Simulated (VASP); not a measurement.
# NaF (I-4m2) in VASP: single point with HSE06

Aim: the single point of NaF with HSE06.

All numbers are computed with VASP 6.6.1; they aren't measurements. Logs are shortened: lines on timing, memory, paths and dates and some standing lists are left out, and cuts for length are marked.

**1. The cell of the first run**

The structure is tetragonal, space group I-4m2 (No. 119). The conventional cell has a = 3.550 Å, b = 3.550 Å, c = 5.063 Å, α = 90.00°, β = 90.00°, γ = 90.00°. Within 2.9 Å of Na (site symmetry -4m2) lie 4 F at 2.18 Å. F (site symmetry -4m2) has 4 Na at 2.18 Å within 2.9 Å.

**2. Single point, HSE06 (biaxial xy strain -0.8%)**

POSCAR

```
NaF
1.0
    0.0000000000      2.5099987724      2.5312613679
    2.5099987724      0.0000000000      2.5312613679
    2.5099987724      2.5099987724      0.0000000000
Na F
1 1
Direct
    0.0000000000      0.0000000000      0.0000000000
    0.2500000000      0.2500000000      0.2500000000
```

INCAR.step1

```
PREC = Accurate
ENCUT = 520
EDIFF = 1E-5
ISMEAR = 0
SIGMA = 0.01
LREAL = False
LASPH = True
NELM = 120
ALGO = Normal
ISIF = 2
LWAVE = True
LCHARG = False
GGA = PE
NBANDS = 14
GGA_COMPAT = False
```

INCAR.step2

```
PREC = Accurate
ENCUT = 520
EDIFF = 1E-6
ISMEAR = 0
SIGMA = 0.01
LREAL = False
LASPH = True
NELM = 120
ALGO = Normal
ISIF = 2
LWAVE = False
LCHARG = False
GGA = PE
LHFCALC = True
HFSCREEN = 0.2079
PRECFOCK = Normal
ISTART = 1
NBANDS = 14
GGA_COMPAT = False
```

KPOINTS

```
regular mesh
0
Gamma
  6 6 6
```

Potentials or basis: VASP PAW PBE potentials, release 64 (Na_pv, F).

On the command line:

```sh
$ cat potpaw_PBE.64/Na_pv/POTCAR potpaw_PBE.64/F/POTCAR > POTCAR
$ cp INCAR.step1 INCAR
$ mpirun -np 1 vasp_std > vasp.out
$ cp INCAR.step2 INCAR
$ mpirun -np 1 vasp_std > vasp.out
```

OUTCAR:

```text
PREC = Accurate
   ENCUT = 520
   EDIFF = 1E-6
   ISMEAR = 0
   LREAL = False
   LASPH = True
   NELM = 120
   ISIF = 2
   GGA = PE
   LHFCALC = True
   HFSCREEN = 0.2079
   PRECFOCK = Normal
   ISTART = 1

 ion  position               nearest neighbor table
   1  0.000  0.000  0.000-   2 2.18   2 2.18   2 2.18   2 2.18
   2  0.250  0.250  0.250-   1 2.18   1 2.18   1 2.18   1 2.18

  LATTYP: Found a body centered tetragonal cell.
 ALAT       =     3.5496743055
 C/A-ratio  =     1.4261935885

  Lattice vectors:

 A1 = (  -2.5099987724,   0.0000000000,   2.5312613679)
 A2 = (   2.5099987724,   0.0000000000,   2.5312613679)
 A3 = (   0.0000000000,   2.5099987724,  -2.5312613679)

Analysis of symmetry for initial positions (statically):
=====================================================================
 Subroutine PRICEL returns:
 Original cell was already a primitive cell.

 Routine SETGRP: Setting up the symmetry group for a
 body centered tetragonal supercell.

 Subroutine GETGRP returns: Found  8 space group operations
 (whereof  8 operations were pure point group operations)
 out of a pool of 16 trial point group operations.

The static configuration has the point symmetry D_2d.

Analysis of symmetry for dynamics (positions and initial velocities):
=====================================================================
 Subroutine PRICEL returns:
 Original cell was already a primitive cell.

 Routine SETGRP: Setting up the symmetry group for a
 body centered tetragonal supercell.

 Subroutine GETGRP returns: Found  8 space group operations
 (whereof  8 operations were pure point group operations)
 out of a pool of 16 trial point group operations.

The dynamic configuration has the point symmetry D_2d.

 Subroutine INISYM returns: Found  8 space group operations
 (whereof  8 operations are pure point group operations),
 and found     1 'primitive' translations

----------------------------------------------------------------------------------------

                                     Primitive cell

  volume of cell :      31.8944

  direct lattice vectors                    reciprocal lattice vectors
     0.000000000  2.509998772  2.531261368    -0.199203285  0.199203285  0.197529977
     2.509998772  0.000000000  2.531261368     0.199203285 -0.199203285  0.197529977
     2.509998772  2.509998772  0.000000000     0.199203285  0.199203285 -0.197529977

  length of vectors
     3.564740937  3.564740937  3.549674305     0.344066838  0.344066838  0.344066838

  position of ions in fractional coordinates (direct lattice)
     0.000000000  0.000000000  0.000000000
     0.250000000  0.250000000  0.250000000

  ion indices of the primitive-cell ions
   primitive index   ion index
                 1           1
                 2           2

----------------------------------------------------------------------------------------

 KPOINTS: regular mesh

Automatic generation of k-mesh.
 Grid dimensions read from file:
 generate k-points for:    6    6    6

 Generating k-lattice:

  Cartesian coordinates                     Fractional coordinates (reciprocal lattice)
    -0.033200547  0.033200547  0.032921663     0.166666667  0.000000000  0.000000000
     0.033200547 -0.033200547  0.032921663     0.000000000  0.166666667  0.000000000
     0.033200547  0.033200547 -0.032921663     0.000000000  0.000000000  0.166666667

  Length of vectors
     0.057344473  0.057344473  0.057344473

  Shift w.r.t. Gamma in fractional coordinates (k-lattice)
     0.000000000  0.000000000  0.000000000

 Subroutine IBZKPT returns following result:
 ===========================================

 Found     30 irreducible k-points:

 Following reciprocal coordinates:
            Coordinates               Weight
  0.000000  0.000000  0.000000      1.000000
  0.166667  0.000000  0.000000      8.000000
  0.333333  0.000000  0.000000      8.000000
  0.500000  0.000000  0.000000      4.000000
  0.166667  0.166667  0.000000      2.000000
  0.333333  0.166667  0.000000      8.000000
[... 16 lines left out ...]
  0.333333  0.000000  0.333333      4.000000
  0.500000  0.000000  0.333333     16.000000
 [... further k-points ...]
   k-points           NKPTS =     30   k-points in BZ     NKDIM =    216   number of bands    NBANDS=     14
   number of dos      NEDOS =    301   number of ions     NIONS =      2
   total plane-waves  NPLWV =  21952
   dimension x,y,z NGX =    28 NGY =   28 NGZ =   28
   dimension x,y,z NGXF=    56 NGYF=   56 NGZF=   56
   ions per type =               1   1
   NGX,Y,Z   is equivalent  to a cutoff of  13.06, 13.06, 13.11 a.u.
   NGXF,Y,Z  is equivalent  to a cutoff of  26.12, 26.12, 26.23 a.u.
 SYSTEM =  unknown system
   PREC   = accura    normal or accurate (medium, high low for compatibility)
   ISTART =      1    job   : 0-new  1-cont  2-samecut
   ICHARG =      0    charge: 1-file 2-atom 10-const
   ISPIN  =      1    spin polarized calculation?
   LNONCOLLINEAR =      F non collinear calculations
   LSORBIT =      F    spin-orbit coupling
   LASPH  =      T    aspherical Exc in radial PAW
   ENCUT  =  520.0 eV  38.22 Ry    6.18 a.u.   6.63  6.63  6.60*2*pi/ulx,y,z
   NELM   =    120;   NELMIN=  2; NELMDL=  0     # of ELM steps
   EDIFF  = 0.1E-05   stopping-criterion for ELM
   LREAL  =      F    real-space projection
   EDIFFG = 0.1E-04   stopping-criterion for IOM
   NSW    =      0    number of steps for IOM
   IBRION =     -1    ionic relax: 0-MD 1-quasi-New 2-CG
   NFREE  =      0    steps in history (QN), initial steepest desc. (CG)
   ISIF   =      2    stress and relaxation
   ISYM   =      3    0-nonsym 1-usesym 2-fastsym
   POTIM  = 0.5000    time-step for ionic-motion
   TEBEG  =    0.0;   TEEND  =   0.0 temperature during run
   PSTRESS=    0.0 pullay stress
   NELECT =      14.0000    total number of electrons
   NUPDOWN=      -1.0000    fix difference up-down
   EMIN   =  10.00;   EMAX   =-10.00  energy-range for DOS
   EFERMI =   0.00;   METHOD = LEGACY
   ISMEAR =     0;   SIGMA  =   0.01  broadening in eV -4-tet -1-fermi 0-gaus
   EFERMI_NEDOS =   21; number of points for ismear=-14 and -15
   IALGO  =     38    algorithm
   IMIX   =      1    mixing-type and parameters
     AMIX     =   0.40;   BMIX     =  1.00
     AMIX_MAG =   1.60;   BMIX_MAG =  1.00
  volume/ion in A,a.u.               =      15.95       107.62
  Fermi-wavevector in a.u.,A,eV,Ry     =   1.244169  2.351139 21.061240  1.547957
  Thomas-Fermi vector in A             =   2.378448
   LORBIT       =      0    0 simple, 1 ext, 2 COOP (PROOUT), +10 PAW based schemes
   GGA     = PE    functional components
   LHFCALC =     T    Hartree Fock is set to
   PRECFOCK=normal    Normal, Fast or Accurate (Low or Medium for compatibility)
   ENCUT4O =  -1.0   cutoff for four orbital integrals eV
   NKREDX  =     1    reduce k-point grid by
   NKREDY  =     1    reduce k-point grid by
   NKREDZ  =     1    reduce k-point grid by
   AEXX    =    0.2500 exact exchange contribution
   HFSCREEN=    0.2079 screening length (either q_TF or 0.3 A-1)
   HFSCREENC=   0.2079 screening length for correlation (either q_TF or 0.3 A-1)
   ENCUTFOCK=  -1.0 apply spherical cutoff to Coloumb kernel
   IVDW    =     0    specifies the selected vdW correction
   LEPSILON=     F    determine dielectric tensor
   LRPA    =     F    only Hartree local field effects (RPA)
 non-spin polarized calculation
 Gauss-broadening in eV      SIGMA  =   0.01
  energy-cutoff  :      520.00
  volume of cell :       31.89
 maximum number of plane-waves:       877
 NGX is ok and might be reduce to    28
  NGX = 20; NGY = 20; NGZ = 20

 number of electron      13.9999984 magnetization

 Free energy of the ion-electron system (eV)
  ---------------------------------------------------
  ext. energy  EPLUGINS =         0.00000000
  ---------------------------------------------------
  free energy    TOTEN  =       -10.11010421 eV

  energy without entropy =      -10.11010421  energy(sigma->0) =      -10.11010421

 E-fermi :  -4.8725     XC(G=0):  -6.4357

 val. band max:       -4.9943351237   @ k =   0.0000   0.0000   0.0000
 cond. band min:       2.7025663404   @ k =   0.0000   0.0000   0.0000
 fundamental gap:      7.6969014642
 Fermi energy:        -4.8725425217

 k-point     1 :       0.0000    0.0000    0.0000
  band No.  band energies     occupation
      1     -25.2935      2.00000
      2     -25.2050      2.00000
      3     -25.2050      2.00000
      4     -25.2038      2.00000
      5      -5.0001      2.00000
      6      -4.9943      2.00000
      7      -4.9943      2.00000
      8       2.7026      0.00000
      9      16.7987      0.00000
     10      16.8201      0.00000
     11      16.8201      0.00000
     12      18.3599      0.00000
     13      18.4978      0.00000
     14      18.4978      0.00000

 k-point     2 :       0.1667    0.0000    0.0000
  band No.  band energies     occupation
      1     -25.5998      2.00000
      2     -25.2080      2.00000
      3     -25.2074      2.00000
      4     -24.8813      2.00000
      5      -5.2547      2.00000
      6      -5.0099      2.00000
      7      -5.0039      2.00000
      8       3.4394      0.00000
      9      13.9784      0.00000
     10      16.0298      0.00000
     11      16.1190      0.00000
     12      18.0961      0.00000
     13      18.2179      0.00000
     14      18.2638      0.00000

 k-point     3 :       0.3333    0.0000    0.0000
  band No.  band energies     occupation
      1     -25.8399      2.00000
      2     -25.2139      2.00000
      3     -25.2137      2.00000
      4     -24.6082      2.00000
      5      -5.6822      2.00000
      6      -5.0334      2.00000
      7      -5.0232      2.00000
      8       5.2275      0.00000
      9      10.6109      0.00000
     10      14.9135      0.00000
     11      15.0319      0.00000
     12      17.7935      0.00000
     13      18.9697      0.00000
     14      19.0394      0.00000
[... 324 lines left out ...]
 k-point    23 :       0.3333    0.0000    0.3333
  band No.  band energies     occupation
      1     -25.9139      2.00000
      2     -25.2288      2.00000
      3     -25.2266      2.00000
      4     -24.4964      2.00000
      5      -5.6606      2.00000
      6      -5.1309      2.00000
      7      -5.1283      2.00000
      8       5.7300      0.00000
      9      10.7533      0.00000
     10      14.2659      0.00000
     11      14.7713      0.00000
     12      14.8398      0.00000
     13      18.5954      0.00000
     14      22.0558      0.00000

 k-point    24 :       0.5000    0.0000    0.3333
  band No.  band energies     occupation
      1     -25.9816      2.00000
      2     -25.2416      2.00000
      3     -25.2307      2.00000
      4     -24.4023      2.00000
      5      -5.7098      2.00000
      6      -5.2550      2.00000
      7      -5.1404      2.00000
      8       6.9582      0.00000
      9       9.6392      0.00000
     10      12.4586      0.00000
     11      14.5875      0.00000
     12      15.6722      0.00000
     13      19.2673      0.00000
     14      22.4532      0.00000

 [... further k-points ...]
[... 5 lines left out ...]
  --------------------------------------------------------------------------------------
  -------------------------------------------------------------------------------------
  Total        0.3140866      0.3140866      0.3090930      0.0000000     -0.0000000      0.0000000
  in kB       15.7777816     15.7777816     15.5269357      0.0000000     -0.0000000      0.0000000
  external PRESSURE =      15.6941663 kB  Pullay stress =       0.0000000 kB

 VOLUME and BASIS-vectors are now :
 -----------------------------------------------------------------------------
  energy-cutoff  :      520.00
  volume of cell :       31.89
      direct lattice vectors                 reciprocal lattice vectors
     0.000000000  2.509998772  2.531261368    -0.199203285  0.199203285  0.197529977
     2.509998772  0.000000000  2.531261368     0.199203285 -0.199203285  0.197529977
     2.509998772  2.509998772  0.000000000     0.199203285  0.199203285 -0.197529977

 POSITION                                       TOTAL-FORCE (eV/Angst)
 -----------------------------------------------------------------------------------
      0.00000      0.00000      0.00000         0.000000      0.000000      0.000000
      1.25500      1.25500      1.26563        -0.000000     -0.000000      0.000000
 -----------------------------------------------------------------------------------
    total drift:                               -0.000000      0.000000      0.000000

  FREE ENERGIE OF THE ION-ELECTRON SYSTEM (eV)
  ---------------------------------------------------
  free  energy   TOTEN  =       -10.1101042094 eV

  energy  without entropy=      -10.1101042094  energy(sigma->0) =      -10.11010421
```

Run time: 28 min. Hardware: 1 thread of Intel Xeon Platinum 8175M at 2.50GHz (Skylake/Cascade Lake), shared host; peak memory 0.26 GiB.

What came out:

```
Free energy            : -10.1101 eV
Pressure               : 1.6 GPa
Band gap on the k mesh : 7.70 eV
```

Caveat: the cell differs from its parent crystal (biaxial xy strain -0.8%); the PAW data sets were made with another functional, which shifts forces and pressure a little.
